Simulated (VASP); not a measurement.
Hg3Pd, 4 atoms in the cell. It takes space group Pm-3m (No. 221, cubic). The conventional cell has a = 4.365 Å, b = 4.365 Å, c = 4.365 Å, α = 90.00°, β = 90.00°, γ = 90.00°. Hg (site symmetry 4/mmm) has 8 Hg at 3.09 Å and 4 Pd at 3.09 Å within 4.1 Å. Within 4.1 Å of Pd (site symmetry m-3m) lie 12 Hg at 3.09 Å. 

| Property | Result |
| --- | --- |
| Program | VASP 6.6.1 |
| Task | single point |
| Functional | r2SCAN |
| Potentials or basis | VASP PAW PBE potentials, release 64 (Hg, Pd) |
| Cutoff | 520 eV |
| k mesh | 6 × 6 × 6 |
| Occupations | methfessel-paxton, width 0.1 eV |
| Spin | no spin polarisation |
| Dipole correction | no |
| Further INCAR settings | ALGO = Normal; EDIFF = 1e-06; NBANDS = 31 |

Potentials or basis: VASP PAW PBE potentials, release 64 (Hg, Pd).

Command:

```sh
$ cat potpaw_PBE.64/Hg/POTCAR potpaw_PBE.64/Pd/POTCAR > POTCAR
$ cp INCAR.step1 INCAR
$ mpirun -np 1 vasp_std > vasp.out
$ cp INCAR.step2 INCAR
$ mpirun -np 1 vasp_std > vasp.out
```

Hardware: 1 thread of AMD EPYC 9R45 96-Core Processor (Zen 5) (shared host).

Q: Estimate the wall time of this run.

A: Run time: 82 s on 1 thread of AMD EPYC 9R45 96-Core Processor (Zen 5) (shared host), peak memory 0.18 GiB. Counts: k points 20.
